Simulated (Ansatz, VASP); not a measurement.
# One calculation of Co, two programs

Contents of INCAR:

```
  PREC = Accurate
  ENCUT = 520
  EDIFF = 1E-6
  ISMEAR = -1
  SIGMA = 0.1
  LREAL = F
  LASPH = T
  NELM = 150
  ALGO = Normal
  ISIF = 2
  LWAVE = F
  LCHARG = T
  ISPIN = 2
  MAGMOM = 1.7 1.7 1.7 1.7
  LORBIT = 11
  LMAXMIX = 4
  LDIPOL = T
  IDIPOL = 3
  DIPOL = 0.5 0.5 0.500
  GGA = PE
  LELF = T
  LVHAR = T
  LVACPOTAV = T
  NBANDS = 30
```

Contents of KPOINTS:

```
Automatic mesh
0
Gamma
  15 15 1
```

File POSCAR:

```
Co
1.0
    2.4930397743      0.0000000000      0.0000000000
   -1.2465198872      2.1590357772      0.0000000000
    0.0000000000      0.0000000000     22.0554000000
Co
4
Direct
    0.8333333330      0.1666666670      0.3627230918
    0.1666666670      0.8333333330      0.4542410308
    0.8333333330      0.1666666670      0.5457589692
    0.1666666670      0.8333333330      0.6372769082
```

Input for Ansatz:

```yaml
crystal:
  lattice:
    - [2.4930397743, 0.0, 0.0]
    - [-1.2465198872, 2.1590357772, 0.0]
    - [0.0, 0.0, 22.0554]
  atoms:
    - { symbol: Co, position: [0.833333333, 0.166666667, 0.3627230918], spin: 1.7 }
    - { symbol: Co, position: [0.166666667, 0.833333333, 0.4542410308], spin: 1.7 }
    - { symbol: Co, position: [0.833333333, 0.166666667, 0.5457589692], spin: 1.7 }
    - { symbol: Co, position: [0.166666667, 0.833333333, 0.6372769082], spin: 1.7 }
magnetization:
  spin_polarized: true
kpoints:
  mp_grid: { grid: [15, 15, 1] }
scf:
  occupations: { method: fermi_dirac, width: 0.1 }
hamiltonian:
  xc: pbe
  pseudopotentials: { kind: paw }
output:
  forces: true
  stress: true
  eigenvalues: true
  populations: true
efield:
  axis: 3
  amplitude: 0
  dipole_correction: true
```

Alike in both runs: task single point; functional PBE; k mesh 15 × 15 × 1; occupations fermi-dirac, width 0.1 eV; collinear spin.

```csv
,VASP,Ansatz
version,VASP 6.6.1,Ansatz 0.2.0
potentials or method,"VASP PAW PBE potentials, release 64 (Co)","PAW with Ansatz's default frozen-core files, scalar-relativistic"
plane-wave cutoff (eV),520,420
valence electrons in the cell,36,68
```

|  | VASP | Ansatz | Ansatz less VASP |
| --- | --- | --- | --- |
| rms of the force components (eV/Å) | 0.252 | 0.250 | -0.0021 |
| net moment per atom (μB) | 1.69 | 1.70 | +0.007 |
| size of the moment on the site where the two differ most (μB) | 1.66 | 1.72 | +0.060 |

Site moments also hang on the region over which each program counts them. Atom by atom the forces differ by 0.010 eV/Å (rms over components). VASP's potentials hold 36 valence electrons a cell and Ansatz's 68, so a difference there can come from the potentials and not from the codes.
